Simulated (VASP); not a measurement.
# Ag (Fm-3m) in VASP: further runs, part 2 of 2

VASP 6.6.1. The steps go on from the part before.

**4. Relaxation of cell and atoms, PBE, non-collinear spin, zero start, spin-orbit coupling (18.75 Å³/atom)**

This run uses another cell than the first one, of 18.75 Å³/atom.

Contents of POSCAR:

```
Ag
1.0
    0.0000000000      2.1086902058      2.1086902058
    2.1086902058      0.0000000000      2.1086902058
    2.1086902058      2.1086902058      0.0000000000
Ag
1
Direct
    0.0000000000      0.0000000000      0.0000000000
```

Contents of INCAR.step1:

```
SYSTEM = Ag
GGA      = PE             ! functional
LSORBIT  = .TRUE.         ! spin-orbit coupling
MAGMOM   = 0 0 0          ! initial moments
LORBIT   = 11             ! projections on sites
ISMEAR   = 1              ! smearing method
SIGMA    = 0.05           ! smearing width, eV
LWAVE    = .FALSE.        ! write WAVECAR
LCHARG   = .FALSE.        ! write CHGCAR
NSW      = 80             ! ionic steps
PREC     = Accurate       ! precision mode
LASPH    = .TRUE.         ! aspherical terms in the spheres
LREAL    = .FALSE.        ! projectors in reciprocal space
ALGO     = Normal         ! electronic algorithm
EDIFF    = 1E-7           ! SCF threshold, eV
NELM     = 200            ! most SCF steps
GGA_COMPAT= .FALSE.      
IBRION   = 2              ! ionic algorithm
ISIF     = 3              ! what is computed and relaxed
EDIFFG   = -0.002         ! ionic threshold
NELMIN   = 4            
ENCUT    = 650            ! plane-wave cutoff, eV
LMAXMIX  = 4              ! l up to which the mixer works
KPAR     = 2            
POTIM    = 0.5            ! step
```

Contents of INCAR.step4:

```
SYSTEM = Ag
GGA      = PE             ! functional
LSORBIT  = .TRUE.         ! spin-orbit coupling
MAGMOM   = 0 0 0          ! initial moments
LORBIT   = 11             ! projections on sites
ISMEAR   = 1              ! smearing method
SIGMA    = 0.05           ! smearing width, eV
LWAVE    = .FALSE.        ! write WAVECAR
LCHARG   = .FALSE.        ! write CHGCAR
PREC     = Accurate       ! precision mode
LASPH    = .TRUE.         ! aspherical terms in the spheres
LREAL    = .FALSE.        ! projectors in reciprocal space
ALGO     = Normal         ! electronic algorithm
EDIFF    = 1E-7           ! SCF threshold, eV
NELM     = 200            ! most SCF steps
GGA_COMPAT= .FALSE.      
ISIF     = 2              ! what is computed and relaxed
ENCUT    = 650            ! plane-wave cutoff, eV
LMAXMIX  = 4              ! l up to which the mixer works
KPAR     = 2
```

Contents of KPOINTS:

```
Automatic mesh
0
Gamma
  15 15 15
  0 0 0
```

On the command line:

```bash
cat potpaw_PBE.64/Ag/POTCAR > POTCAR
cp INCAR.step1 INCAR
cp POSCAR.step1 POSCAR
mpirun -np 2 vasp_ncl > vasp.out
cp CONTCAR POSCAR
mpirun -np 2 vasp_ncl > vasp.out
cp CONTCAR POSCAR
mpirun -np 2 vasp_ncl > vasp.out
cp CONTCAR POSCAR
cp INCAR.step4 INCAR
mpirun -np 2 vasp_ncl > vasp.out
```

Run time: 5.6 min. Hardware: 2 MPI ranks of Intel Xeon Platinum 8559C (Emerald Rapids), shared host; peak memory 0.32 GiB.

The run converged. Its results:

| Quantity | Value |
| --- | --- |
| Free energy | -2.7394 eV |
| Relaxed volume | 17.78 Å³/atom |
| Relaxed cell | a = 2.930 Å, b = 2.930 Å, c = 2.930 Å, α = 60.00°, β = 60.00°, γ = 60.00° |
| Space group after relaxing (to 0.1 Å) | Fm-3m (No. 225) |
| Energy gained by relaxing | 13.0 meV/atom |
| Ionic steps | 19 |
| Pressure after relaxing | 0.0 GPa |
| Net moment | 0.00 μB per cell |
| Valence electrons inside the program's atomic spheres | Ag 9.84 |

Step by step:
```
step  energy change (eV)  largest force (eV/Å)  pressure (GPa)  volume (Å³)
   1              0.0000                0.0000           -3.97        18.75
   2             -0.0119                0.0000            1.46        17.52
   3             -0.0131                0.0000            0.03        17.78
   4             -0.0131                0.0000           -0.07        17.80
   5             -0.0131                0.0000           -0.07        17.80
   6             -0.0131                0.0000           -0.06        17.80
   7             -0.0131                0.0000           -0.06        17.80
   8             -0.0131                0.0000           -0.06        17.80
   9             -0.0131                0.0000           -0.06        17.80
  10             -0.0131                0.0000           -0.06        17.80
  11             -0.0131                0.0000           -0.06        17.80
  12             -0.0131                0.0000           -0.06        17.80
  13             -0.0131                0.0000           -0.06        17.80
  14             -0.0131                0.0000           -0.05        17.80
  15             -0.0131                0.0000           -0.04        17.79
  16             -0.0131                0.0000            0.00        17.79
  17             -0.0130                0.0000           -0.02        17.79
  18             -0.0130                0.0000            0.01        17.78
  19             -0.0130                0.0000            0.01        17.78
```

Final structure:
```xyz
1
Lattice="0.0000 2.0716 2.0716 2.0716 0.0000 2.0716 2.0716 2.0716 0.0000" Properties=species:S:1:pos:R:3 pbc="T T T"
Ag    0.0000    0.0000    0.0000
```

Moments on the atoms (μB; x, y, z):
```
Ag  0.00 0.00 0.00
```

**5. Relaxation of cell and atoms, PBE+D3(BJ)**

This run uses another cell than the first one, of 17.05 Å³/atom.

Contents of INCAR:

```
SYSTEM = Ag
ALGO     = Normal         ! electronic algorithm
EDIFF    = 1E-6           ! SCF threshold, eV
EDIFFG   = -0.01          ! ionic threshold
ENCUT    = 600            ! plane-wave cutoff, eV
GGA      = PE             ! functional
IBRION   = 2              ! ionic algorithm
ISIF     = 3              ! what is computed and relaxed
ISMEAR   = -1             ! smearing method
IVDW     = 12             ! dispersion correction
LASPH    = .TRUE.         ! aspherical terms in the spheres
LCHARG   = .FALSE.        ! write CHGCAR
LREAL    = .FALSE.        ! projectors in reciprocal space
LWAVE    = .FALSE.        ! write WAVECAR
NELM     = 60             ! most SCF steps
NSW      = 60             ! ionic steps
PREC     = Accurate       ! precision mode
SIGMA    = 0.05           ! smearing width, eV
```

Contents of KPOINTS:

```
k-points
0
G
  11 11 11
  0 0 0
```

Contents of POSCAR:

```
Ag
1.0
    0.0000000000      2.0427500000      2.0427500000
    2.0427500000      0.0000000000      2.0427500000
    2.0427500000      2.0427500000      0.0000000000
Ag
1
Direct
    0.0000000000      0.0000000000      0.0000000000
```

On the command line:

```bash
cat potpaw_PBE.64/Ag/POTCAR > POTCAR
mpirun -np 1 vasp_std > vasp.out
```

It took 25 s on 1 thread of Intel Xeon 8259CL, shared host; peak memory 0.16 GiB.

It converged, with:

* Free energy: -3.3005 eV
* Relaxed volume: 16.81 Å³/atom
* Relaxed cell: a = 2.876 Å, b = 2.876 Å, c = 2.876 Å, α = 60.00°, β = 60.00°, γ = 60.00°
* Space group after relaxing (to 0.1 Å): Fm-3m (No. 225)
* Energy gained by relaxing: 1.1 meV/atom
* Ionic steps: 3
* Pressure after relaxing: 0.0 GPa
* Band gap on the k mesh: zero (an odd number of electrons rules out a gap without spin polarisation)
* Dispersion energy per atom: -0.598 eV

The path:
| step | energy change (eV) | largest force (eV/Å) | pressure (GPa) | volume (Å³) |
| --- | --- | --- | --- | --- |
| 1 | 0.0000 | 0.0000 | -1.49 | 17.05 |
| 2 | -0.0006 | 0.0000 | 1.06 | 16.66 |
| 3 | -0.0011 | 0.0000 | 0.03 | 16.81 |

Final structure:
```
CELL_PARAMETERS angstrom
0.00000 2.03332 2.03332
2.03332 0.00000 2.03332
2.03332 2.03332 0.00000
ATOMIC_POSITIONS crystal
Ag 0.00000 0.00000 0.00000
```

Levels at points of the mesh, in eV from the Fermi level:
```tsv
k point	band 3	band 4	band 5	band 6	band 7	band 8	band 9
(0.00, 0.00, 0.00)	-5.11	-5.11	-4.05	-4.05	15.81	19.48	19.48
```

**6. The runs side by side**

| task | level | spin | cell | k mesh | cutoff (eV) | smearing | dipole correction | tolerance level | purpose | passes | gap on the mesh (eV) | pressure (GPa) | moment (μB) | relaxed volume (Å³/atom) |
| --- | --- | --- | --- | --- | --- | --- | --- | --- | --- | --- | --- | --- | --- | --- |
| single point | r2SCAN | off | a = 3.027 Å, angles 60.0°, 1 atom | 11 × 11 × 11 | 550 | tetrahedron | no | - | - | - | none | -9.1 | - | - |
| relaxation of cell and atoms | PBE | non-collinear, zero start, SOC | relaxed from a = 2.982 Å, angles 60.0°, 1 atom | 12 × 12 × 12 | 380 | methfessel-paxton 0.1 eV | - | screening | cell | 2 | - | 0.0 | 0.00 | 17.72 |
| relaxation of cell and atoms | PBE | non-collinear, zero start, SOC | relaxed from a = 2.982 Å, angles 60.0°, 1 atom | 15 × 15 × 15 | 650 | methfessel-paxton 0.05 eV | - | screening | cell | 3 | - | 0.0 | 0.00 | 17.78 |
| relaxation of cell and atoms | PBE+D3(BJ) | off | relaxed from a = 2.889 Å, angles 60.0°, 1 atom | 11 × 11 × 11 | 600 | fermi-dirac 0.05 eV | no | - | - | - | none | 0.0 | - | 16.81 |

Alike in all rows: potentials or basis VASP PAW PBE potentials, release 64 (Ag).

Caveats: the cell stands under tension (at least some runs); the PAW data sets were made with another functional, which shifts forces and pressure a little (at least some runs).

Total energies depend on the potentials used, so only differences within one code and one set of settings carry meaning.
